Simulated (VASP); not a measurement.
# HgSe3 (P4/mmm) in VASP: further runs

Runs on HgSe3. Level: PBE. Tasks: single point, relaxation of cell and atoms.

Everything below comes from runs of VASP 6.6.1. Logs are shortened: lines on timing, memory, paths and dates and some standing lists are left out, and cuts for length are marked.

### Step 1. The cell of the first run

The structure is tetragonal, space group P4/mmm (No. 123). Conventional cell: a = 5.440 Å, b = 5.440 Å, c = 2.940 Å, α = 90.00°, β = 90.00°, γ = 90.00°. Within 3.9 Å of Hg (site symmetry 4/mmm) lie 2 Hg at 2.94 Å and 12 Se at 3.09 to 3.85 Å. Se (site symmetry mmm) has 10 Se at 2.94 to 3.85 Å and 4 Hg at 3.09 Å within 3.9 Å. Se (site symmetry 4/mmm) has 10 Se at 2.94 to 3.09 Å and 4 Hg at 3.85 Å within 3.9 Å.

### Step 2. Single point, PBE

INCAR reads:

```
  ALGO = Normal
  EDIFF = 1E-6
  ENCUT = 520
  GGA = PE
  ISIF = 2
  ISMEAR = 0
  LASPH = True
  LCHARG = False
  LREAL = False
  LWAVE = False
  NBANDS = 23
  NELM = 60
  PREC = Accurate
  SIGMA = 0.1
```

KPOINTS reads:

```
k-points
0
Gamma
  4 4 4
```

POSCAR reads:

```
HgSe3
1.0
    5.4401933691      0.0000000000      0.0000000000
    0.0000000000      5.4401933691      0.0000000000
    0.0000000000      0.0000000000      2.9403333537
Hg Se
1 3
Direct
    0.0000000000      0.0000000000      0.0000000000
    0.0000000000      0.5000000000      0.5000000000
    0.5000000000      0.0000000000      0.5000000000
    0.5000000000      0.5000000000      0.0000000000
```

Potentials or basis: VASP PAW PBE potentials, release 64 (Hg, Se).

Command:

```console
> cat potpaw_PBE.64/Hg/POTCAR potpaw_PBE.64/Se/POTCAR > POTCAR
> mpirun -np 1 vasp_std > vasp.out
```

OUTCAR:

```text
EDIFF = 1E-6
   ENCUT = 520
   GGA = PE
   ISIF = 2
   ISMEAR = 0
   LASPH = True
   LREAL = False
   NELM = 60
   PREC = Accurate

 ion  position               nearest neighbor table
   1  0.000  0.000  0.000-   2 3.09   3 3.09   2 3.09   3 3.09   2 3.09   2 3.09   3 3.09   3 3.09

   2  0.000  0.500  0.500-   1 3.09   1 3.09   1 3.09   1 3.09
   3  0.500  0.000  0.500-   1 3.09   1 3.09   1 3.09   1 3.09
   4  0.500  0.500  0.000-

  LATTYP: Found a simple tetragonal cell.
 ALAT       =     5.4401933691
 C/A-ratio  =     0.5404832428

  Lattice vectors:

 A1 = (   5.4401933691,   0.0000000000,   0.0000000000)
 A2 = (   0.0000000000,   5.4401933691,   0.0000000000)
 A3 = (   0.0000000000,   0.0000000000,   2.9403333537)

Analysis of symmetry for initial positions (statically):
=====================================================================
 Subroutine PRICEL returns:
 Original cell was already a primitive cell.

 Routine SETGRP: Setting up the symmetry group for a
 simple tetragonal supercell.

 Subroutine GETGRP returns: Found 16 space group operations
 (whereof 16 operations were pure point group operations)
 out of a pool of 16 trial point group operations.

The static configuration has the point symmetry D_4h.

Analysis of symmetry for dynamics (positions and initial velocities):
=====================================================================
 Subroutine PRICEL returns:
 Original cell was already a primitive cell.

 Routine SETGRP: Setting up the symmetry group for a
 simple tetragonal supercell.

 Subroutine GETGRP returns: Found 16 space group operations
 (whereof 16 operations were pure point group operations)
 out of a pool of 16 trial point group operations.

The dynamic configuration has the point symmetry D_4h.

 Subroutine INISYM returns: Found 16 space group operations
 (whereof 16 operations are pure point group operations),
 and found     1 'primitive' translations

----------------------------------------------------------------------------------------

                                     Primitive cell

  volume of cell :      87.0212
[... 72 lines left out ...]
   dimension x,y,z NGXF=    80 NGYF=   80 NGZF=   48
   ions per type =               1   3
   NGX,Y,Z   is equivalent  to a cutoff of  12.22, 12.22, 13.57 a.u.
   NGXF,Y,Z  is equivalent  to a cutoff of  24.45, 24.45, 27.14 a.u.
 SYSTEM =  unknown system
   PREC   = accura    normal or accurate (medium, high low for compatibility)
   ISTART =      0    job   : 0-new  1-cont  2-samecut
   ICHARG =      2    charge: 1-file 2-atom 10-const
   ISPIN  =      1    spin polarized calculation?
   LNONCOLLINEAR =      F non collinear calculations
   LSORBIT =      F    spin-orbit coupling
   LASPH  =      T    aspherical Exc in radial PAW
   ENCUT  =  520.0 eV  38.22 Ry    6.18 a.u.  10.12 10.12  5.47*2*pi/ulx,y,z
   NELM   =     60;   NELMIN=  2; NELMDL= -5     # of ELM steps
   EDIFF  = 0.1E-05   stopping-criterion for ELM
   LREAL  =      F    real-space projection
[... 7 lines left out ...]
   TEBEG  =    0.0;   TEEND  =   0.0 temperature during run
   PSTRESS=    0.0 pullay stress
   NELECT =      30.0000    total number of electrons
   NUPDOWN=      -1.0000    fix difference up-down
   EMIN   =  10.00;   EMAX   =-10.00  energy-range for DOS
   EFERMI =   0.00;   METHOD = LEGACY
   ISMEAR =     0;   SIGMA  =   0.10  broadening in eV -4-tet -1-fermi 0-gaus
   EFERMI_NEDOS =   21; number of points for ismear=-14 and -15
   IALGO  =     38    algorithm
   IMIX   =      4    mixing-type and parameters
     AMIX     =   0.40;   BMIX     =  1.00
     AMIX_MAG =   1.60;   BMIX_MAG =  1.00
  volume/ion in A,a.u.               =      21.76       146.81
  Fermi-wavevector in a.u.,A,eV,Ry     =   1.147907  2.169230 17.928278  1.317691
  Thomas-Fermi vector in A             =   2.284585
   LORBIT       =      0    0 simple, 1 ext, 2 COOP (PROOUT), +10 PAW based schemes
   GGA     = PE    functional components
   LHFCALC =     F    Hartree Fock is set to
   AEXX    =    0.0000 exact exchange contribution
   IVDW    =     0    specifies the selected vdW correction
   LEPSILON=     F    determine dielectric tensor
   LRPA    =     F    only Hartree local field effects (RPA)
 non-spin polarized calculation
 Gauss-broadening in eV      SIGMA  =   0.10
  energy-cutoff  :      520.00
  volume of cell :       87.02
 maximum number of plane-waves:      2358
   NGX = 21   NGY = 21   NGZ = 11

 number of electron      30.0000003 magnetization

 Free energy of the ion-electron system (eV)
  ---------------------------------------------------
  ext. energy  EPLUGINS =         0.00000000
  ---------------------------------------------------
  free energy    TOTEN  =        -9.10806150 eV

  energy without entropy =       -9.09901097  energy(sigma->0) =       -9.10353623

 E-fermi :   4.0734     XC(G=0): -10.5098

 val. band max:        4.0548881310   @ k =   0.2500   0.2500   0.5000
 cond. band min:       4.1412306117   @ k =   0.5000   0.0000   0.2500
 fundamental gap:      0.0863424807
 Fermi energy:         4.0733902908

 k-point     1 :       0.0000    0.0000    0.0000
  band No.  band energies     occupation
      1     -10.8817      2.00000
      2      -9.0942      2.00000
      3      -7.8384      2.00000
      4      -3.6810      2.00000
      5      -2.3575      2.00000
      6      -2.0464      2.00000
[... 457 lines left out ...]
     22      11.3363      0.00000
     23      11.5625      0.00000

------------------------ aborting loop because EDIFF is reached ----------------------------------------

  FORCE on cell =-STRESS in cart. coord.  units (eV):
  Direction    XX          YY          ZZ          XY          YZ          ZX
  --------------------------------------------------------------------------------------
  -------------------------------------------------------------------------------------
  Total        0.1543206      0.1543206      0.1420618      0.0000000      0.0000000      0.0000000
  in kB        2.8412481      2.8412481      2.6155479      0.0000000      0.0000000      0.0000000
  external PRESSURE =       2.7660147 kB  Pullay stress =       0.0000000 kB

 VOLUME and BASIS-vectors are now :
 -----------------------------------------------------------------------------
  energy-cutoff  :      520.00
  volume of cell :       87.02
      direct lattice vectors                 reciprocal lattice vectors
     5.440193369  0.000000000  0.000000000     0.183816995  0.000000000  0.000000000
     0.000000000  5.440193369  0.000000000     0.000000000  0.183816995  0.000000000
     0.000000000  0.000000000  2.940333354     0.000000000  0.000000000  0.340097492

 POSITION                                       TOTAL-FORCE (eV/Angst)
 -----------------------------------------------------------------------------------
      0.00000      0.00000      0.00000         0.000000      0.000000      0.000000
      0.00000      2.72010      1.47017         0.000000      0.000000      0.000000
      2.72010      0.00000      1.47017         0.000000      0.000000      0.000000
      2.72010      2.72010      0.00000         0.000000      0.000000      0.000000
 -----------------------------------------------------------------------------------
    total drift:                                0.000000      0.000000     -0.000000

  FREE ENERGIE OF THE ION-ELECTRON SYSTEM (eV)
  ---------------------------------------------------
  free  energy   TOTEN  =        -9.1080614968 eV

  energy  without entropy=       -9.0990109706  energy(sigma->0) =       -9.10353623
```

OSZICAR:

```text
N       E                     dE             d eps       ncg     rms          rms(c)
DAV:   1     0.186298167962E+03    0.18630E+03   -0.13543E+04   828   0.116E+03
DAV:   2     0.110636073247E+01   -0.18519E+03   -0.17412E+03   982   0.257E+02
DAV:   3    -0.940250797159E+01   -0.10509E+02   -0.10314E+02   975   0.607E+01
DAV:   4    -0.947376473612E+01   -0.71257E-01   -0.71220E-01   982   0.526E+00
DAV:   5    -0.947409992544E+01   -0.33519E-03   -0.33518E-03   996   0.361E-01    0.725E+00
DAV:   6    -0.911448855674E+01    0.35961E+00   -0.76955E-01   966   0.993E+00    0.616E+00
DAV:   7    -0.911156956365E+01    0.29190E-02   -0.10943E-01   926   0.208E+00    0.307E+00
DAV:   8    -0.910815113327E+01    0.34184E-02   -0.12941E-02  1003   0.941E-01    0.225E-01
DAV:   9    -0.910800159646E+01    0.14954E-03   -0.89823E-04   997   0.284E-01    0.858E-02
DAV:  10    -0.910805787180E+01   -0.56275E-04   -0.22500E-04   968   0.990E-02    0.299E-02
DAV:  11    -0.910806093857E+01   -0.30668E-05   -0.20191E-05   968   0.421E-02    0.113E-02
DAV:  12    -0.910806149682E+01   -0.55825E-06   -0.18953E-06   790   0.942E-03
   1 F= -.91080615E+01 E0= -.91035362E+01  d E =-.905053E-02
```

Wall time 42 s (1 thread of AMD EPYC 7R13 (Zen 3), shared host); peak memory 0.16 GiB.

What came out:

```
Free energy            : -9.1081 eV
Pressure               : 0.3 GPa
Band gap on the k mesh : zero (band 15 reaches 6.61 eV, above the bottom of band 16 at 3.75 eV)
```

Caveat: the k points lie up to 0.53 Å⁻¹ apart; spin-orbit coupling is left out, which moves the levels of the heavy elements.

### Step 3. Single point, PBE

This run uses another cell than the first one, of 23.29 Å³/atom, 1.071 times its volume.

INCAR reads:

```
SYSTEM = HgSe3
PREC = Accurate
ENCUT = 520
EDIFF = 1E-6
ISMEAR = 0
SIGMA = 0.1
LREAL = .FALSE.
LASPH = .TRUE.
NELM = 80
ALGO = Normal
ISIF = 2
LWAVE = .FALSE.
LCHARG = .TRUE.
GGA = PE
LELF = .TRUE.
LVHAR = .TRUE.
NBANDS = 23
```

KPOINTS reads:

```
regular mesh
0
G
  8 8 16
  0 0 0
```

POSCAR reads:

```
HgSe3
1.0
    5.8210878111      0.0000000000      0.0000000000
    0.0000000000      5.8210878111      0.0000000000
    0.0000000000      0.0000000000      2.7497305087
Hg Se
1 3
Direct
    0.0000000000      0.0000000000      0.0000000000
    0.0000000000      0.5000000000      0.5000000000
    0.5000000000      0.0000000000      0.5000000000
    0.5000000000      0.5000000000      0.0000000000
```

Potentials or basis: VASP PAW PBE potentials, release 64 (Hg, Se).

Command:

```console
> cat potpaw_PBE.64/Hg/POTCAR potpaw_PBE.64/Se/POTCAR > POTCAR
> mpirun -np 1 vasp_std > vasp.out
```

It took 5.6 min on 1 thread of AMD EPYC 7R13 (Zen 3), shared host; peak memory 0.36 GiB.

The run converged. Its results:

```
Free energy            : -8.7717 eV
Pressure               : 0.1 GPa
Band gap on the k mesh : zero (band 15 reaches 5.03 eV, above the bottom of band 16 at 2.22 eV)
```

Stress tensor (GPa, compression positive):
```
0.09 0.00 0.00
0.00 0.09 0.00
0.00 0.00 0.24
```

Levels at points of the mesh, in eV from the Fermi level:
```csv
k point,band 12,band 13,band 14,band 15,band 16,band 17,band 18,band 19
"(0.00, 0.00, 0.00)",-3.28,-3.28,1.38,1.38,2.95,3.83,4.41,4.51
"(0.50, 0.00, 0.00)",-2.56,-2.46,0.20,1.41,3.22,3.28,3.70,4.33
"(0.50, 0.50, 0.00)",-2.37,-2.34,-1.37,1.03,2.61,2.61,3.69,3.76
"(0.00, 0.00, 0.50)",-1.29,-1.29,-1.23,-1.23,-0.05,-0.05,1.42,1.79
"(0.50, 0.00, 0.50)",-1.76,-1.13,-1.12,-0.35,0.05,0.11,1.00,3.21
"(0.50, 0.50, 0.50)",-2.64,-0.19,-0.08,0.05,0.05,0.19,0.24,4.46
```

Caveat: spin-orbit coupling is left out, which moves the levels of the heavy elements.

### Step 4. Relaxation of cell and atoms, PBE

This run uses another cell than the first one, of 22.30 Å³/atom, 1.025 times its volume.

INCAR reads:

```
SYSTEM = HgSe3
  PREC = Accurate
  ENCUT = 600
  EDIFF = 1E-6
  ISMEAR = 0
  SIGMA = 0.1
  LREAL = .FALSE.
  LASPH = .TRUE.
  NELM = 80
  ALGO = Normal
  ISIF = 3
  LWAVE = .FALSE.
  LCHARG = .FALSE.
  GGA = PE
  IBRION = 2
  NSW = 100
  EDIFFG = -0.01
```

KPOINTS is that of step 3.

POSCAR reads:

```
HgSe3
1.0
    5.4813594486      0.0000000000      0.0000000000
    0.0000000000      5.4813594486      0.0000000000
    0.0000000000      0.0000000000      2.9685202594
Hg Se
1 3
Direct
    0.0000000000      0.0000000000      0.0000000000
    0.0000000000      0.5000000000      0.5000000000
    0.5000000000      0.0000000000      0.5000000000
    0.5000000000      0.5000000000      0.0000000000
```

Command:

```console
> cat potpaw_PBE.64/Hg/POTCAR potpaw_PBE.64/Se/POTCAR > POTCAR
> mpirun -np 1 vasp_std > vasp.out
```

Wall time 56 min (1 thread of AMD EPYC 7R13 (Zen 3), shared host); peak memory 0.42 GiB.

Results (log left out):

| Item | Value |
| --- | --- |
| Free energy | -8.7711 eV |
| Relaxed volume | 23.27 Å³/atom |
| Relaxed cell | a = 5.808 Å, b = 5.808 Å, c = 2.759 Å, α = 90.00°, β = 90.00°, γ = 90.00° |
| Space group after relaxing (to 0.05 Å) | P4/mmm (No. 123) |
| Energy gained by relaxing | 11.7 meV/atom |
| Ionic steps | 29 |
| Pressure after relaxing | 0.0 GPa |
| Band gap on the k mesh | zero (band 15 reaches 5.07 eV, above the bottom of band 16 at 2.24 eV) |

Step by step:
| step | energy change (eV) | largest force (eV/Å) | pressure (GPa) | volume (Å³) |
| --- | --- | --- | --- | --- |
| 1 | 0.0000 | 0.0000 | -0.12 | 89.19 |
| 2 | -0.0024 | 0.0000 | 0.11 | 88.97 |
| 3 | -0.0035 | 0.0000 | 0.38 | 88.72 |
| 4 | -0.0050 | 0.0000 | 0.02 | 89.41 |
| 5 | -0.0051 | 0.0000 | -0.17 | 89.72 |
| 6 | -0.0059 | 0.0000 | -0.05 | 89.74 |
| 7 | -0.0103 | 0.0000 | 0.34 | 89.78 |
| 8 | -0.0303 | 0.0000 | 1.28 | 89.78 |
| 9 | 0.0383 | 0.0000 | 4.55 | 89.46 |
| 10 | -0.0314 | 0.0000 | 1.62 | 89.75 |
| 11 | -0.0315 | 0.0000 | 1.57 | 89.76 |
| 12 | -0.0315 | 0.0000 | 1.58 | 89.76 |
| 13 | -0.0316 | 0.0000 | 1.60 | 89.77 |
| 14 | -0.0316 | 0.0000 | 1.64 | 89.80 |
| 15 | -0.0316 | 0.0000 | 1.66 | 89.81 |
| 16 | -0.0318 | 0.0000 | 1.66 | 89.82 |
| 17 | -0.0321 | 0.0000 | 1.63 | 89.86 |
| 18 | -0.0328 | 0.0000 | 1.58 | 89.94 |
| 19 | -0.0342 | 0.0000 | 1.48 | 90.09 |
| 20 | -0.0367 | 0.0000 | 1.30 | 90.39 |
| 21 | -0.0408 | 0.0000 | 0.99 | 91.00 |
| 22 | -0.0456 | 0.0000 | 0.34 | 92.23 |
| 23 | -0.0436 | 0.0000 | -0.77 | 94.70 |
| 24 | -0.0466 | 0.0000 | -0.09 | 93.16 |
| 25 | -0.0466 | 0.0000 | -0.07 | 93.09 |
| 26 | -0.0466 | 0.0000 | -0.04 | 93.02 |
| 27 | -0.0466 | 0.0000 | -0.03 | 93.03 |
| 28 | -0.0467 | 0.0000 | -0.01 | 93.05 |
| 29 | -0.0467 | 0.0000 | 0.03 | 93.10 |

Final structure:
```cif
data_structure
_symmetry_space_group_name_H-M 'P 1'
_symmetry_Int_Tables_number 1
_cell_length_a 5.8083
_cell_length_b 5.8083
_cell_length_c 2.7595
_cell_angle_alpha 90.000
_cell_angle_beta 90.000
_cell_angle_gamma 90.000
_cell_volume 93.10
loop_
_atom_site_label
_atom_site_type_symbol
_atom_site_fract_x
_atom_site_fract_y
_atom_site_fract_z
_atom_site_occupancy
Hg1 Hg 0.00000 0.00000 0.00000 1
Se1 Se 0.00000 0.50000 0.50000 1
Se2 Se 0.50000 0.00000 0.50000 1
Se3 Se 0.50000 0.50000 0.00000 1
```

Levels at points of the mesh, in eV from the Fermi level:
```
           k point  band 11  band 12  band 13  band 14  band 15  band 16  band 17  band 18  band 19
(0.00, 0.00, 0.00)    -4.14    -3.27    -3.27     1.41     1.41     2.84     3.74     4.42     4.42
(0.50, 0.00, 0.00)    -3.90    -2.55    -2.45     0.23     1.44     3.12     3.31     3.61     4.24
(0.50, 0.50, 0.00)    -2.51    -2.36    -2.33    -1.35     1.07     2.64     2.64     3.59     3.67
(0.00, 0.00, 0.50)    -4.46    -1.32    -1.32    -1.27    -1.27    -0.06    -0.06     1.41     1.74
(0.50, 0.00, 0.50)    -4.77    -1.79    -1.17    -1.15    -0.37     0.04     0.10     0.95     3.22
(0.50, 0.50, 0.50)    -5.62    -2.68    -0.20    -0.10     0.04     0.04     0.12     0.24     4.48
```

Caveat: spin-orbit coupling is left out, which moves the levels of the heavy elements.

### Step 5. Summary

```tsv
task	cell	k mesh	cutoff (eV)	gap on the mesh (eV)	pressure (GPa)
single point	a = 5.440, b = 5.440, c = 2.940 Å, 4 atoms	4 × 4 × 4	520	none	0.3
single point	a = 5.821, b = 5.821, c = 2.750 Å, 4 atoms	8 × 8 × 16	520	none	0.1
relaxation of cell and atoms	relaxed from a = 5.481, b = 5.481, c = 2.969 Å, 4 atoms	8 × 8 × 16	600	none	0.0
```

Alike in all rows: level PBE; potentials or basis VASP PAW PBE potentials, release 64 (Hg, Se); no spin polarisation; smearing gaussian 0.1 eV.

Caveats: some runs use coarse meshes; spin-orbit coupling is left out, which moves the levels of the heavy elements.

Absolute energies hang on the potentials; compare differences alone.
